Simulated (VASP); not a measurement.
# ScAl2 (Fd-3m) in VASP: notebook

The runs below take ScAl2 through relaxation of cell and atoms, with PBEsol.

All numbers are computed with VASP 6.6.1; they aren't measurements. Logs are shortened: lines on timing, memory, paths and dates and some standing lists are left out, and cuts for length are marked.

## (1) The cell of the first run

The structure is cubic, space group Fd-3m (No. 227). The conventional cell has a = 7.261 Å, b = 7.261 Å, c = 7.261 Å, α = 90.00°, β = 90.00°, γ = 90.00°. Within 4.0 Å of Sc (site symmetry -43m) lie 12 Al at 3.01 Å and 4 Sc at 3.14 Å. Within 3.4 Å of Al (site symmetry -3m) lie 6 Al at 2.57 Å and 6 Sc at 3.01 Å.

## (2) Relaxation of cell and atoms, PBEsol, target pressure 12 GPa, at which the enthalpy is minimised

Contents of INCAR:

```
SYSTEM = ScAl2
ALGO = Normal ; EDIFF = 1E-6
EDIFFG = -0.008 ; ENCUT = 600
GGA = PS ; IBRION = 2
ISIF = 3 ; ISMEAR = 0
LASPH = .True. ; LCHARG = .False.
LREAL = .False. ; LWAVE = .False.
NELM = 60 ; NSW = 70
PREC = Accurate ; PSTRESS = 120.0
SIGMA = 0.1
```

Contents of KPOINTS:

```
k-points
0
Gamma
  8 8 8
  0 0 0
```

Contents of POSCAR:

```
ScAl2
1.0
    0.0000000000      3.6303246282      3.6303246282
    3.6303246282      0.0000000000      3.6303246282
    3.6303246282      3.6303246282      0.0000000000
Sc Al
2 4
Direct
    0.5000000000      0.5000000000      0.5000000000
    0.7500000000      0.7500000000      0.7500000000
    0.1250000000      0.1250000000      0.1250000000
    0.6250000000      0.1250000000      0.1250000000
    0.1250000000      0.6250000000      0.1250000000
    0.1250000000      0.1250000000      0.6250000000
```

Potentials or basis: VASP PAW PBE potentials, release 64 (Sc_sv, Al).

Started as:

```bash
cat potpaw_PBE.64/Sc_sv/POTCAR potpaw_PBE.64/Al/POTCAR > POTCAR
mpirun -np 1 vasp_std > vasp.out
```

OUTCAR:

```text
SYSTEM = ScAl2
   EDIFF = 1E-6
   EDIFFG = -0.008
   ENCUT = 600
   GGA = PS
   IBRION = 2
   ISIF = 3
   ISMEAR = 0
   LASPH = .True.
   LREAL = .False.
   NELM = 60
   NSW = 70
   PREC = Accurate
   PSTRESS = 120.0

 ion  position               nearest neighbor table
   1  0.500  0.500  0.500-   3 3.01   5 3.01   6 3.01   3 3.01   4 3.01   6 3.01   3 3.01   4 3.01
                             5 3.01   4 3.01   5 3.01   6 3.01   2 3.14   2 3.14   2 3.14   2 3.14
   2  0.750  0.750  0.750-   4 3.01   5 3.01   6 3.01   3 3.01   4 3.01   5 3.01   3 3.01   4 3.01
                             6 3.01   3 3.01   5 3.01   6 3.01   1 3.14   1 3.14   1 3.14   1 3.14
   3  0.125  0.125  0.125-   4 2.57   5 2.57   6 2.57   6 2.57   5 2.57   4 2.57   1 3.01   2 3.01
                             1 3.01   2 3.01   1 3.01   2 3.01
   4  0.625  0.125  0.125-   3 2.57   6 2.57   5 2.57   3 2.57   5 2.57   6 2.57   2 3.01   1 3.01
                             1 3.01   2 3.01   2 3.01   1 3.01
   5  0.125  0.625  0.125-   3 2.57   6 2.57   3 2.57   4 2.57   6 2.57   4 2.57   2 3.01   1 3.01
                             2 3.01   2 3.01   1 3.01   1 3.01
   6  0.125  0.125  0.625-   3 2.57   3 2.57   4 2.57   5 2.57   5 2.57   4 2.57   1 3.01   2 3.01
                             1 3.01   2 3.01   1 3.01   2 3.01

  LATTYP: Found a face centered cubic cell.
 ALAT       =     7.2606492564

  Lattice vectors:

 A1 = (   0.0000000000,   3.6303246282,   3.6303246282)
 A2 = (   3.6303246282,   0.0000000000,   3.6303246282)
 A3 = (   3.6303246282,   3.6303246282,   0.0000000000)

Analysis of symmetry for initial positions (statically):
=====================================================================
 Subroutine PRICEL returns:
 Original cell was already a primitive cell.

 Routine SETGRP: Setting up the symmetry group for a
 face centered cubic supercell.

 Subroutine GETGRP returns: Found 48 space group operations
 (whereof 24 operations were pure point group operations)
 out of a pool of 48 trial point group operations.

The static configuration has the point symmetry T_d .
 The point group associated with its full space group is O_h .

Analysis of symmetry for dynamics (positions and initial velocities):
=====================================================================
 Subroutine PRICEL returns:
 Original cell was already a primitive cell.

 Routine SETGRP: Setting up the symmetry group for a
 face centered cubic supercell.

 Subroutine GETGRP returns: Found 48 space group operations
 (whereof 24 operations were pure point group operations)
 out of a pool of 48 trial point group operations.

The dynamic configuration has the point symmetry T_d .
 The point group associated with its full space group is O_h .

 Subroutine INISYM returns: Found 48 space group operations
 (whereof 24 operations are pure point group operations),
 and found     1 'primitive' translations

----------------------------------------------------------------------------------------

                                     Primitive cell

  volume of cell :      95.6900

  direct lattice vectors                    reciprocal lattice vectors
     0.000000000  3.630324628  3.630324628    -0.137728730  0.137728730  0.137728730
     3.630324628  0.000000000  3.630324628     0.137728730 -0.137728730  0.137728730
     3.630324628  3.630324628  0.000000000     0.137728730  0.137728730 -0.137728730

  length of vectors
     5.134054325  5.134054325  5.134054325     0.238553158  0.238553158  0.238553158

  position of ions in fractional coordinates (direct lattice)
     0.500000000  0.500000000  0.500000000
     0.750000000  0.750000000  0.750000000
     0.125000000  0.125000000  0.125000000
     0.625000000  0.125000000  0.125000000
     0.125000000  0.625000000  0.125000000
     0.125000000  0.125000000  0.625000000

  ion indices of the primitive-cell ions
   primitive index   ion index
                 1           1
                 2           2
                 3           3
                 4           4
                 5           5
                 6           6

----------------------------------------------------------------------------------------

 KPOINTS: k-points

Automatic generation of k-mesh.
 Grid dimensions read from file:
 generate k-points for:    8    8    8

 Generating k-lattice:

  Cartesian coordinates                     Fractional coordinates (reciprocal lattice)
    -0.017216091  0.017216091  0.017216091     0.125000000  0.000000000  0.000000000
     0.017216091 -0.017216091  0.017216091     0.000000000  0.125000000  0.000000000
     0.017216091  0.017216091 -0.017216091     0.000000000  0.000000000  0.125000000

  Length of vectors
     0.029819145  0.029819145  0.029819145

  Shift w.r.t. Gamma in fractional coordinates (k-lattice)
     0.000000000  0.000000000  0.000000000

 Subroutine IBZKPT returns following result:
 ===========================================

 Found     29 irreducible k-points:

 Following reciprocal coordinates:
            Coordinates               Weight
  0.000000  0.000000  0.000000      1.000000
  0.125000  0.000000  0.000000      8.000000
  0.250000  0.000000  0.000000      8.000000
  0.375000  0.000000  0.000000      8.000000
  0.500000  0.000000  0.000000      4.000000
  0.125000  0.125000  0.000000      6.000000
[... 16 lines left out ...]
  0.500000  0.250000  0.125000     48.000000
 -0.375000  0.250000  0.125000     24.000000
 [... further k-points ...]
   k-points           NKPTS =     29   k-points in BZ     NKDIM =     29   number of bands    NBANDS=     21
   number of dos      NEDOS =    301   number of ions     NIONS =      6
   total plane-waves  NPLWV =  74088
   dimension x,y,z NGX =    42 NGY =   42 NGZ =   42
   dimension x,y,z NGXF=    84 NGYF=   84 NGZF=   84
   ions per type =               2   4
   NGX,Y,Z   is equivalent  to a cutoff of  13.60, 13.60, 13.60 a.u.
   NGXF,Y,Z  is equivalent  to a cutoff of  27.20, 27.20, 27.20 a.u.
 SYSTEM =  ScAl2
   PREC   = accura    normal or accurate (medium, high low for compatibility)
   ISTART =      0    job   : 0-new  1-cont  2-samecut
   ICHARG =      2    charge: 1-file 2-atom 10-const
   ISPIN  =      1    spin polarized calculation?
   LNONCOLLINEAR =      F non collinear calculations
   LSORBIT =      F    spin-orbit coupling
   LASPH  =      T    aspherical Exc in radial PAW
   ENCUT  =  600.0 eV  44.10 Ry    6.64 a.u.  10.25 10.25 10.25*2*pi/ulx,y,z
   NELM   =     60;   NELMIN=  2; NELMDL= -5     # of ELM steps
   EDIFF  = 0.1E-05   stopping-criterion for ELM
   LREAL  =      F    real-space projection
   EDIFFG = -.8E-02   stopping-criterion for IOM
   NSW    =     70    number of steps for IOM
   IBRION =      2    ionic relax: 0-MD 1-quasi-New 2-CG
   NFREE  =      1    steps in history (QN), initial steepest desc. (CG)
   ISIF   =      3    stress and relaxation
   ISYM   =      2    0-nonsym 1-usesym 2-fastsym
   POTIM  = 0.5000    time-step for ionic-motion
   TEBEG  =    0.0;   TEEND  =   0.0 temperature during run
   PSTRESS=  120.0 pullay stress
   NELECT =      34.0000    total number of electrons
   NUPDOWN=      -1.0000    fix difference up-down
   EMIN   =  10.00;   EMAX   =-10.00  energy-range for DOS
   EFERMI =   0.00;   METHOD = LEGACY
   ISMEAR =     0;   SIGMA  =   0.10  broadening in eV -4-tet -1-fermi 0-gaus
   EFERMI_NEDOS =   21; number of points for ismear=-14 and -15
   IALGO  =     38    algorithm
   IMIX   =      4    mixing-type and parameters
     AMIX     =   0.40;   BMIX     =  1.00
     AMIX_MAG =   1.60;   BMIX_MAG =  1.00
  volume/ion in A,a.u.               =      15.95       107.62
  Fermi-wavevector in a.u.,A,eV,Ry     =   1.159522  2.191179 18.292916  1.344491
  Thomas-Fermi vector in A             =   2.296114
   LORBIT       =      0    0 simple, 1 ext, 2 COOP (PROOUT), +10 PAW based schemes
   GGA     = PS    functional components
   LHFCALC =     F    Hartree Fock is set to
   AEXX    =    0.0000 exact exchange contribution
   IVDW    =     0    specifies the selected vdW correction
   LEPSILON=     F    determine dielectric tensor
   LRPA    =     F    only Hartree local field effects (RPA)
 conjugate gradient relaxation of ions
 non-spin polarized calculation
 Gauss-broadening in eV      SIGMA  =   0.10
  energy-cutoff  :      600.00
  volume of cell :       95.69
 maximum number of plane-waves:      3250
 NGX is ok and might be reduce to    42
   NGX = 21   NGY = 21   NGZ = 21

--------------------------------------- Ionic step        1  -------------------------------------------

 number of electron      33.9999997 magnetization

 Free energy of the ion-electron system (eV)
  ---------------------------------------------------
  ext. energy  EPLUGINS =         0.00000000
  ---------------------------------------------------
  free energy    TOTEN  =       -32.11586521 eV

  energy without entropy =      -32.09352570  energy(sigma->0) =      -32.10469545

------------------------ aborting loop because EDIFF is reached ----------------------------------------

  FORCE on cell =-STRESS in cart. coord.  units (eV):
  Direction    XX          YY          ZZ          XY          YZ          ZX
  --------------------------------------------------------------------------------------
  -------------------------------------------------------------------------------------
  Total        7.5269430      7.5269430      7.5269430      0.0000000      0.0000000      0.0000000
  in kB      126.0267762    126.0267762    126.0267762      0.0000000      0.0000000      0.0000000
  external PRESSURE =       6.0267762 kB  Pullay stress =     120.0000000 kB

 VOLUME and BASIS-vectors are now :
 -----------------------------------------------------------------------------
  energy-cutoff  :      600.00
  volume of cell :       95.69
      direct lattice vectors                 reciprocal lattice vectors
     0.000000000  3.630324628  3.630324628    -0.137728730  0.137728730  0.137728730
     3.630324628  0.000000000  3.630324628     0.137728730 -0.137728730  0.137728730
     3.630324628  3.630324628  0.000000000     0.137728730  0.137728730 -0.137728730
[... 54 lines left out ...]
  FREE ENERGIE OF THE ION-ELECTRON SYSTEM (eV)
  ---------------------------------------------------
  free  energy   TOTEN  =       -32.1782499146 eV

  energy  without entropy=      -32.1556916535  energy(sigma->0) =      -32.16697078

  enthalpy is  TOTEN    =       -24.9488485420 eV   P V=        7.2294013726

--------------------------------------- Ionic step        3  -------------------------------------------

 number of electron      33.9999997 magnetization

 Free energy of the ion-electron system (eV)
  ---------------------------------------------------
  ext. energy  EPLUGINS =         0.00000000
  ---------------------------------------------------
  free energy    TOTEN  =       -32.14748038 eV

  energy without entropy =      -32.12502834  energy(sigma->0) =      -32.13625436

 E-fermi :   7.4083     XC(G=0): -10.8706

 val. band max:        7.3598632717   @ k =  -0.2500   0.1250   0.0000
 cond. band min:       7.4205681645   @ k =  -0.3750   0.3750   0.1250
 fundamental gap:      0.0607048928
 Fermi energy:         7.4083127216

 k-point     1 :       0.0000    0.0000    0.0000
  band No.  band energies     occupation
      1     -41.3038      2.00000
      2     -41.2376      2.00000
      3     -20.1323      2.00000
      4     -20.1323      2.00000
      5     -20.1323      2.00000
      6     -19.9729      2.00000
[... 13 lines left out ...]
     20       9.8842      0.00000
     21       9.8842      0.00000
[... 529 lines left out ...]
 k-point    24 :      -0.3750    0.2500    0.1250
  band No.  band energies     occupation
      1     -41.2824      2.00000
      2     -41.2590      2.00000
      3     -20.1733      2.00000
      4     -20.1607      2.00000
      5     -20.1015      2.00000
      6     -20.0084      2.00000
[... 13 lines left out ...]
     20       8.9606      0.00000
     21       9.1598      0.00000

 [... further k-points ...]

------------------------ aborting loop because EDIFF is reached ----------------------------------------

  FORCE on cell =-STRESS in cart. coord.  units (eV):
  Direction    XX          YY          ZZ          XY          YZ          ZX
  --------------------------------------------------------------------------------------
  -------------------------------------------------------------------------------------
  Total        7.1992306      7.1992306      7.1992306     -0.0000000     -0.0000000     -0.0000000
  in kB      120.0231484    120.0231484    120.0231484     -0.0000000     -0.0000000     -0.0000000
  external PRESSURE =       0.0231484 kB  Pullay stress =     120.0000000 kB

 VOLUME and BASIS-vectors are now :
 -----------------------------------------------------------------------------
  energy-cutoff  :      600.00
  volume of cell :       96.10
      direct lattice vectors                 reciprocal lattice vectors
     0.000000000  3.635525705  3.635525705    -0.137531692  0.137531692  0.137531692
     3.635525705  0.000000000  3.635525705     0.137531692 -0.137531692  0.137531692
     3.635525705  3.635525705  0.000000000     0.137531692  0.137531692 -0.137531692

 POSITION                                       TOTAL-FORCE (eV/Angst)
 -----------------------------------------------------------------------------------
      3.63553      3.63553      3.63553        -0.000000     -0.000000     -0.000000
      5.45329      5.45329      5.45329         0.000000      0.000000      0.000000
      0.90888      0.90888      0.90888        -0.000000      0.000000      0.000000
      0.90888      2.72664      2.72664        -0.000000      0.000000      0.000000
      2.72664      0.90888      2.72664        -0.000000      0.000000      0.000000
      2.72664      2.72664      0.90888        -0.000000      0.000000      0.000000
 -----------------------------------------------------------------------------------
    total drift:                               -0.000000     -0.000000      0.000000

  FREE ENERGIE OF THE ION-ELECTRON SYSTEM (eV)
  ---------------------------------------------------
  free  energy   TOTEN  =       -32.1474803786 eV

  energy  without entropy=      -32.1250283424  energy(sigma->0) =      -32.13625436

  enthalpy is  TOTEN    =       -24.9496382285 eV   P V=        7.1978421501

 reached required accuracy - stopping structural energy minimisation
```

Wall time 3.5 min (1 thread of Intel Xeon Platinum 8259CL at 2.50GHz (Skylake/Cascade Lake), shared host); peak memory 0.3 GiB.

What came out:

```yaml
Free_energy: -32.1475 eV
Relaxed_volume: 16.02 Å³/atom
Relaxed_cell: a = 5.141 Å, b = 5.141 Å, c = 5.141 Å, α = 60.00°, β = 60.00°, γ = 60.00°
Space_group_after_relaxing_to_0.1_Å: Fd-3m (No. 227)
Energy_change_on_relaxing_the_run_minimises_the_enthalpy: -5.3 meV/atom
Ionic_steps: 3
Pressure_after_relaxing: 12.0 GPa
Band_gap_on_the_k_mesh: zero (bands 17 and 18 overlap by 2.61 eV)
```

Step by step:
| step | energy change (eV) | largest force (eV/Å) | pressure (GPa) | volume (Å³) |
| --- | --- | --- | --- | --- |
| 1 | 0.0000 | 0.0000 | 12.60 | 95.69 |
| 2 | -0.0624 | 0.0000 | 11.40 | 96.52 |
| 3 | -0.0316 | 0.0000 | 12.00 | 96.10 |

Final structure:
```yaml
crystal:
  lattice:
    - [0.00000, 3.63553, 3.63553]
    - [3.63553, 0.00000, 3.63553]
    - [3.63553, 3.63553, 0.00000]
  atoms:
    - { symbol: Sc, position: [0.50000, 0.50000, 0.50000] }
    - { symbol: Sc, position: [0.75000, 0.75000, 0.75000] }
    - { symbol: Al, position: [0.12500, 0.12500, 0.12500] }
    - { symbol: Al, position: [0.62500, 0.12500, 0.12500] }
    - { symbol: Al, position: [0.12500, 0.62500, 0.12500] }
    - { symbol: Al, position: [0.12500, 0.12500, 0.62500] }
```

Caveat: the cell is relaxed towards a set pressure, so the run minimises the enthalpy, not the energy; the PAW data sets were made with another functional, which shifts forces and pressure a little.

## (3) Relaxation of cell and atoms, PBEsol, target pressure 4 GPa, at which the enthalpy is minimised

This run uses another cell than the first one, of 17.06 Å³/atom.

Contents of INCAR:

```
SYSTEM = ScAl2
PREC = Accurate
ENCUT = 600
EDIFF = 1E-6
ISMEAR = 0
SIGMA = 0.1
LREAL = .FALSE.
LASPH = .TRUE.
NELM = 100
ALGO = Normal
ISIF = 3
LWAVE = .FALSE.
LCHARG = .FALSE.
GGA = PS
IBRION = 2
NSW = 70
EDIFFG = -0.008
PSTRESS = 40.0
```

Contents of KPOINTS:

```
regular mesh
0
G
  8 8 8
  0 0 0
```

Edit POSCAR of step 2 so:

```diff
@@ -2,5 +2,5 @@
 1.0
-    0.0000000000      3.6303246282      3.6303246282
-    3.6303246282      0.0000000000      3.6303246282
-    3.6303246282      3.6303246282      0.0000000000
+    0.0000000000      3.7127924600      3.7127924600
+    3.7127924600      0.0000000000      3.7127924600
+    3.7127924600      3.7127924600      0.0000000000
 Sc Al
```

Potentials or basis: VASP PAW PBE potentials, release 64 (Sc_sv, Al).

Started as:

```bash
cat potpaw_PBE.64/Sc_sv/POTCAR potpaw_PBE.64/Al/POTCAR > POTCAR
mpirun -np 1 vasp_std > vasp.out
```

It took 3.8 min on 1 thread of Intel Xeon Platinum 8259CL at 2.50GHz (Skylake/Cascade Lake), shared host; peak memory 0.3 GiB.

The run converged. Its results:

```yaml
Free_energy: -32.4634 eV
Relaxed_volume: 17.10 Å³/atom
Relaxed_cell: a = 5.254 Å, b = 5.254 Å, c = 5.254 Å, α = 60.00°, β = 60.00°, γ = 60.00°
Space_group_after_relaxing_to_0.1_Å: Fd-3m (No. 227)
Energy_change_on_relaxing_the_run_minimises_the_enthalpy: -1.0 meV/atom
Ionic_steps: 3
Pressure_after_relaxing: 4.0 GPa
Band_gap_on_the_k_mesh: zero (bands 17 and 18 overlap by 2.47 eV)
```

The path:
```
step  energy change (eV)  largest force (eV/Å)  pressure (GPa)  volume (Å³)
   1              0.0000                0.0000            4.23       102.36
   2             -0.0093                0.0000            3.85       102.73
   3             -0.0057                0.0000            4.00       102.58
```

Final structure:
```cif
data_structure
_symmetry_space_group_name_H-M 'P 1'
_symmetry_Int_Tables_number 1
_cell_length_a 5.2545
_cell_length_b 5.2545
_cell_length_c 5.2545
_cell_angle_alpha 60.000
_cell_angle_beta 60.000
_cell_angle_gamma 60.000
_cell_volume 102.58
loop_
_atom_site_label
_atom_site_type_symbol
_atom_site_fract_x
_atom_site_fract_y
_atom_site_fract_z
_atom_site_occupancy
Sc1 Sc 0.50000 0.50000 0.50000 1
Sc2 Sc 0.75000 0.75000 0.75000 1
Al1 Al 0.12500 0.12500 0.12500 1
Al2 Al 0.62500 0.12500 0.12500 1
Al3 Al 0.12500 0.62500 0.12500 1
Al4 Al 0.12500 0.12500 0.62500 1
```

Levels at points of the mesh, in eV from the Fermi level:
| k point | band 15 | band 16 | band 17 | band 18 | band 19 | band 20 |
| --- | --- | --- | --- | --- | --- | --- |
| (0.00, 0.00, 0.00) | -2.40 | -2.40 | -1.77 | -1.77 | 0.42 | 2.27 |
| (0.50, 0.00, 0.00) | -1.89 | -0.35 | -0.14 | -0.14 | 1.74 | 1.74 |
| (0.50, 0.50, 0.00) | 0.26 | 0.26 | 0.70 | 0.70 | 0.85 | 0.85 |

Caveat: the cell is relaxed towards a set pressure, so the run minimises the enthalpy, not the energy; the PAW data sets were made with another functional, which shifts forces and pressure a little.

(Continued in part 2 of 2.)

The gap in the log of VASP goes by the Fermi energy; the results here count the filled bands.